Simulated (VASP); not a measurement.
# Au (I4/mmm) in VASP: single point with LDA

Aim: the single point of Au with LDA.

All numbers are computed with VASP 6.6.1; they aren't measurements. Logs are shortened: lines on timing, memory, paths and dates and some standing lists are left out, and cuts for length are marked.

### 1 The cell of the first run

It takes space group I4/mmm (No. 139, tetragonal). The conventional cell has a = 3.343 Å, b = 3.343 Å, c = 8.798 Å, α = 90.00°, β = 90.00°, γ = 90.00°. Within 3.6 Å of Au (site symmetry 4mm) lie 9 Au at 2.75 to 3.34 Å.

### 2 Single point, LDA

INCAR reads:

```
PREC = Accurate ; ENCUT = 520
EDIFF = 1E-7 ; ISMEAR = -1
SIGMA = 0.05 ; LREAL = False
LASPH = True ; NELM = 80
ALGO = Normal ; ISIF = 2
LWAVE = False ; LCHARG = False
GGA = CA ; NBANDS = 18
```

KPOINTS reads:

```
regular mesh
0
Gamma
  12 12 12
```

POSCAR reads:

```
Au
1.0
   -1.6715140000      1.6715140000      4.3990750000
    1.6715140000     -1.6715140000      4.3990750000
    1.6715140000      1.6715140000     -4.3990750000
Au
2
Direct
    0.6562730000      0.6562730000      0.0000000000
    0.3437270000      0.3437270000      0.0000000000
```

Potentials or basis: VASP PAW LDA potentials, release 64 (Au).

Launch:

```console
$ cat potpaw_LDA.64/Au/POTCAR > POTCAR
$ mpirun -np 1 vasp_std > vasp.out
```

OUTCAR:

```text
PREC = Accurate
   ENCUT = 520
   EDIFF = 1E-7
   ISMEAR = -1
   LREAL = False
   LASPH = True
   NELM = 80
   ISIF = 2
   GGA = CA

 ion  position               nearest neighbor table
   1  0.656  0.656  0.000-   2 2.75   2 2.88   2 2.88   2 2.88   2 2.88
   2  0.344  0.344  0.000-   1 2.75   1 2.88   1 2.88   1 2.88   1 2.88

  LATTYP: Found a body centered tetragonal cell.
 ALAT       =     3.3430280000
 C/A-ratio  =     2.6317906999

  Lattice vectors:

 A1 = (  -1.6715140000,   1.6715140000,   4.3990750000)
 A2 = (   1.6715140000,  -1.6715140000,   4.3990750000)
 A3 = (   1.6715140000,   1.6715140000,  -4.3990750000)

Analysis of symmetry for initial positions (statically):
=====================================================================
 Subroutine PRICEL returns:
 Original cell was already a primitive cell.

 Routine SETGRP: Setting up the symmetry group for a
 body centered tetragonal supercell.

 Subroutine GETGRP returns: Found 16 space group operations
 (whereof 16 operations were pure point group operations)
 out of a pool of 16 trial point group operations.

The static configuration has the point symmetry D_4h.

Analysis of symmetry for dynamics (positions and initial velocities):
=====================================================================
 Subroutine PRICEL returns:
 Original cell was already a primitive cell.

 Routine SETGRP: Setting up the symmetry group for a
 body centered tetragonal supercell.

 Subroutine GETGRP returns: Found 16 space group operations
 (whereof 16 operations were pure point group operations)
 out of a pool of 16 trial point group operations.

The dynamic configuration has the point symmetry D_4h.

 Subroutine INISYM returns: Found 16 space group operations
 (whereof 16 operations are pure point group operations),
 and found     1 'primitive' translations

----------------------------------------------------------------------------------------

                                     Primitive cell

  volume of cell :      49.1633

  direct lattice vectors                    reciprocal lattice vectors
    -1.671514000  1.671514000  4.399075000     0.000000000  0.299130010  0.113660258
     1.671514000 -1.671514000  4.399075000     0.299130010  0.000000000  0.113660258
     1.671514000  1.671514000 -4.399075000     0.299130010  0.299130010  0.000000000

  length of vectors
     4.993974265  4.993974265  4.993974265     0.319995965  0.319995965  0.423033717

  position of ions in fractional coordinates (direct lattice)
     0.656273000  0.656273000  0.000000000
     0.343727000  0.343727000  0.000000000

  ion indices of the primitive-cell ions
   primitive index   ion index
                 1           1
                 2           2

----------------------------------------------------------------------------------------

 KPOINTS: regular mesh

Automatic generation of k-mesh.
 Grid dimensions read from file:
 generate k-points for:   12   12   12

 Generating k-lattice:

  Cartesian coordinates                     Fractional coordinates (reciprocal lattice)
     0.000000000  0.024927501  0.009471688     0.083333333 -0.000000000  0.000000000
     0.024927501  0.000000000  0.009471688    -0.000000000  0.083333333  0.000000000
     0.024927501  0.024927501  0.000000000     0.000000000  0.000000000  0.083333333

  Length of vectors
     0.026666330  0.026666330  0.035252810

  Shift w.r.t. Gamma in fractional coordinates (k-lattice)
     0.000000000  0.000000000  0.000000000

 Subroutine IBZKPT returns following result:
 ===========================================

 Found    163 irreducible k-points:

 Following reciprocal coordinates:
            Coordinates               Weight
  0.000000  0.000000  0.000000      1.000000
  0.083333 -0.000000  0.000000      8.000000
  0.166667 -0.000000  0.000000      8.000000
  0.250000 -0.000000  0.000000      8.000000
  0.333333  0.000000  0.000000      8.000000
  0.416667 -0.000000  0.000000      8.000000
[... 16 lines left out ...]
  0.500000  0.166667  0.000000     16.000000
 -0.416667  0.166667 -0.000000     16.000000
 [... further k-points ...]
   k-points           NKPTS =    163   k-points in BZ     NKDIM =    163   number of bands    NBANDS=     18
   number of dos      NEDOS =    301   number of ions     NIONS =      2
   total plane-waves  NPLWV =  64000
   dimension x,y,z NGX =    40 NGY =   40 NGZ =   40
   dimension x,y,z NGXF=    80 NGYF=   80 NGZF=   80
   ions per type =               2
   NGX,Y,Z   is equivalent  to a cutoff of  13.32, 13.32, 13.32 a.u.
   NGXF,Y,Z  is equivalent  to a cutoff of  26.63, 26.63, 26.63 a.u.
 SYSTEM =  unknown system
   PREC   = accura    normal or accurate (medium, high low for compatibility)
   ISTART =      0    job   : 0-new  1-cont  2-samecut
   ICHARG =      2    charge: 1-file 2-atom 10-const
   ISPIN  =      1    spin polarized calculation?
   LNONCOLLINEAR =      F non collinear calculations
   LSORBIT =      F    spin-orbit coupling
   LASPH  =      T    aspherical Exc in radial PAW
   ENCUT  =  520.0 eV  38.22 Ry    6.18 a.u.   9.29  9.29  9.29*2*pi/ulx,y,z
   NELM   =     80;   NELMIN=  2; NELMDL= -5     # of ELM steps
   EDIFF  = 0.1E-06   stopping-criterion for ELM
   LREAL  =      F    real-space projection
   EDIFFG = 0.1E-05   stopping-criterion for IOM
   NSW    =      0    number of steps for IOM
   IBRION =     -1    ionic relax: 0-MD 1-quasi-New 2-CG
   NFREE  =      0    steps in history (QN), initial steepest desc. (CG)
   ISIF   =      2    stress and relaxation
   ISYM   =      2    0-nonsym 1-usesym 2-fastsym
   POTIM  = 0.5000    time-step for ionic-motion
   TEBEG  =    0.0;   TEEND  =   0.0 temperature during run
   PSTRESS=    0.0 pullay stress
   NELECT =      22.0000    total number of electrons
   NUPDOWN=      -1.0000    fix difference up-down
   EMIN   =  10.00;   EMAX   =-10.00  energy-range for DOS
   EFERMI =   0.00;   METHOD = LEGACY
   ISMEAR =    -1;   SIGMA  =   0.05  broadening in eV -4-tet -1-fermi 0-gaus
   EFERMI_NEDOS =   21; number of points for ismear=-14 and -15
   IALGO  =     38    algorithm
   IMIX   =      4    mixing-type and parameters
     AMIX     =   0.40;   BMIX     =  1.00
     AMIX_MAG =   1.60;   BMIX_MAG =  1.00
  volume/ion in A,a.u.               =      24.58       165.89
  Fermi-wavevector in a.u.,A,eV,Ry     =   1.252185  2.366287 21.333499  1.567968
  Thomas-Fermi vector in A             =   2.386098
   LORBIT       =      0    0 simple, 1 ext, 2 COOP (PROOUT), +10 PAW based schemes
   GGA     = CA    functional components
   LHFCALC =     F    Hartree Fock is set to
   AEXX    =    0.0000 exact exchange contribution
   IVDW    =     0    specifies the selected vdW correction
   LEPSILON=     F    determine dielectric tensor
   LRPA    =     F    only Hartree local field effects (RPA)
 non-spin polarized calculation
  energy-cutoff  :      520.00
  volume of cell :       49.16
 maximum number of plane-waves:      1338
 NGX is ok and might be reduce to    40
   NGX = 19   NGY = 19   NGZ = 19

 number of electron      22.0000001 magnetization

 Free energy of the ion-electron system (eV)
  ---------------------------------------------------
  ext. energy  EPLUGINS =         0.00000000
  ---------------------------------------------------
  free energy    TOTEN  =        -7.40635998 eV

  energy without entropy =       -7.40042422  energy(sigma->0) =       -7.40339210

 E-fermi :   4.1738     XC(G=0): -10.7707

 val. band max:        4.1542842256   @ k =   0.4167   0.0833   0.0833
 cond. band min:       4.2185406953   @ k =  -0.3333  -0.4167   0.1667
 fundamental gap:      0.0642564698
 Fermi energy:         4.1738247953

 k-point     1 :       0.0000    0.0000    0.0000
  band No.  band energies     occupation
      1      -2.7314      2.00000
      2      -0.2913      2.00000
      3       0.1461      2.00000
      4       0.6564      2.00000
      5       1.1088      2.00000
      6       1.1623      2.00000
[... 10 lines left out ...]
     17      17.5698      0.00000
     18      17.5699      0.00000

 k-point     2 :       0.0833   -0.0000    0.0000
  band No.  band energies     occupation
      1      -2.6138      2.00000
      2      -0.2680      2.00000
      3       0.1694      2.00000
      4       0.6635      2.00000
      5       0.9922      2.00000
      6       1.1164      2.00000
[... 10 lines left out ...]
     17      17.7055      0.00000
     18      17.8462      0.00000

 k-point     3 :       0.1667   -0.0000    0.0000
  band No.  band energies     occupation
      1      -2.2777      2.00000
      2      -0.2489      2.00000
      3       0.2558      2.00000
      4       0.5949      2.00000
      5       0.7793      2.00000
      6       1.0095      2.00000
[... 10 lines left out ...]
     17      17.8799      0.00000
     18      18.0947      0.00000

 k-point     4 :       0.2500   -0.0000    0.0000
  band No.  band energies     occupation
      1      -1.7846      2.00000
      2      -0.2914      2.00000
      3       0.2313      2.00000
      4       0.5875      2.00000
      5       0.6310      2.00000
      6       0.8648      2.00000
[... 10 lines left out ...]
     17      17.9056      0.00000
     18      18.6714      0.00000

 k-point     5 :       0.3333    0.0000    0.0000
  band No.  band energies     occupation
      1      -1.2704      2.00000
      2      -0.4021      2.00000
      3       0.1083      2.00000
      4       0.4495      2.00000
      5       0.7170      2.00000
      6       0.9122      2.00000
[... 10 lines left out ...]
     17      17.9166      0.00000
     18      19.1984      0.00000

 k-point     6 :       0.4167   -0.0000    0.0000
  band No.  band energies     occupation
      1      -0.9081      2.00000
      2      -0.5440      2.00000
      3       0.0703      2.00000
      4       0.3734      2.00000
      5       0.6036      2.00000
      6       1.1965      2.00000
[... 10 lines left out ...]
     17      17.8990      0.00000
     18      18.9630      0.00000

 k-point     7 :       0.5000   -0.0000    0.0000
  band No.  band energies     occupation
      1      -0.7563      2.00000
      2      -0.6402      2.00000
      3       0.0693      2.00000
      4       0.3509      2.00000
      5       0.5598      2.00000
      6       1.2891      2.00000
[... 10 lines left out ...]
     17      17.3594      0.00000
     18      17.9669      0.00000

 k-point     8 :       0.0833    0.0833    0.0000
  band No.  band energies     occupation
      1      -2.4698      2.00000
      2      -0.2421      2.00000
      3       0.1261      2.00000
      4       0.6532      2.00000
      5       0.9655      2.00000
      6       1.0055      2.00000
[... 10 lines left out ...]
     17      16.4268      0.00000
     18      19.1378      0.00000
[... 229 lines left out ...]
     17      15.5706      0.00000
     18      19.7725      0.00000

 k-point    20 :       0.2500    0.1667    0.0000
  band No.  band energies     occupation
      1      -1.2525      2.00000
      2      -0.1444      2.00000
      3       0.0491      2.00000
      4       0.2886      2.00000
      5       0.6854      2.00000
      6       0.7676      2.00000
[... 10 lines left out ...]
     17      15.8960      0.00000
     18      18.6342      0.00000

 k-point    21 :       0.3333    0.1667   -0.0000
  band No.  band energies     occupation
      1      -0.7983      2.00000
      2      -0.3040      2.00000
      3      -0.0278      2.00000
      4       0.3743      2.00000
      5       0.5256      2.00000
      6       0.9783      2.00000
[... 10 lines left out ...]
     17      16.6295      0.00000
     18      17.4210      0.00000

 k-point    22 :       0.4167    0.1667    0.0000
  band No.  band energies     occupation
      1      -0.5303      2.00000
      2      -0.4400      2.00000
      3      -0.0685      2.00000
      4       0.3836      2.00000
      5       0.4420      2.00000
      6       1.2965      2.00000
[... 10 lines left out ...]
     17      17.1248      0.00000
     18      17.3815      0.00000

 k-point    23 :       0.5000    0.1667    0.0000
  band No.  band energies     occupation
      1      -0.5732      2.00000
      2      -0.3839      2.00000
      3      -0.0876      2.00000
      4       0.3889      2.00000
      5       0.4741      2.00000
      6       1.4764      2.00000
[... 10 lines left out ...]
     17      16.1928      0.00000
     18      17.2413      0.00000

 k-point    24 :      -0.4167    0.1667   -0.0000
  band No.  band energies     occupation
      1      -0.7352      2.00000
      2      -0.3016      2.00000
      3      -0.0713      2.00000
      4       0.4717      2.00000
      5       0.5509      2.00000
      6       1.4723      2.00000
[... 10 lines left out ...]
     17      15.6221      0.00000
     18      16.3858      0.00000

 [... further k-points ...]
[... 5 lines left out ...]
  --------------------------------------------------------------------------------------
  -------------------------------------------------------------------------------------
  Total       -4.7049180     -4.7049180     -4.2198927      0.0000000      0.0000000      0.0000000
  in kB     -153.3279196   -153.3279196   -137.5214990      0.0000000      0.0000000      0.0000000
  external PRESSURE =    -148.0591127 kB  Pullay stress =       0.0000000 kB

 VOLUME and BASIS-vectors are now :
 -----------------------------------------------------------------------------
  energy-cutoff  :      520.00
  volume of cell :       49.16
      direct lattice vectors                 reciprocal lattice vectors
    -1.671514000  1.671514000  4.399075000     0.000000000  0.299130010  0.113660258
     1.671514000 -1.671514000  4.399075000     0.299130010  0.000000000  0.113660258
     1.671514000  1.671514000 -4.399075000     0.299130010  0.299130010  0.000000000

 POSITION                                       TOTAL-FORCE (eV/Angst)
 -----------------------------------------------------------------------------------
      0.00000      0.00000      5.77399        -0.000000     -0.000000      0.459990
      0.00000      0.00000      3.02416         0.000000      0.000000     -0.459990
 -----------------------------------------------------------------------------------
    total drift:                               -0.000000     -0.000000      0.000000

  FREE ENERGIE OF THE ION-ELECTRON SYSTEM (eV)
  ---------------------------------------------------
  free  energy   TOTEN  =        -7.4063599807 eV

  energy  without entropy=       -7.4004242244  energy(sigma->0) =       -7.40339210
```

Run time: 3.1 min. Hardware: 1 thread of Intel Xeon 6975P-C, shared host; peak memory 0.28 GiB.

What came out:

```
Free energy            : -7.4064 eV
Pressure               : -14.8 GPa
Largest force          : 0.460 eV/Å
Band gap on the k mesh : zero (band 11 reaches 6.08 eV, above the bottom of band 12 at 3.08 eV)
```

Forces on the atoms (eV/Å):
```
Au   0.000  0.000  0.460
Au   0.000  0.000 -0.460
```

Caveat: spin-orbit coupling is left out, which moves the levels of the heavy elements.
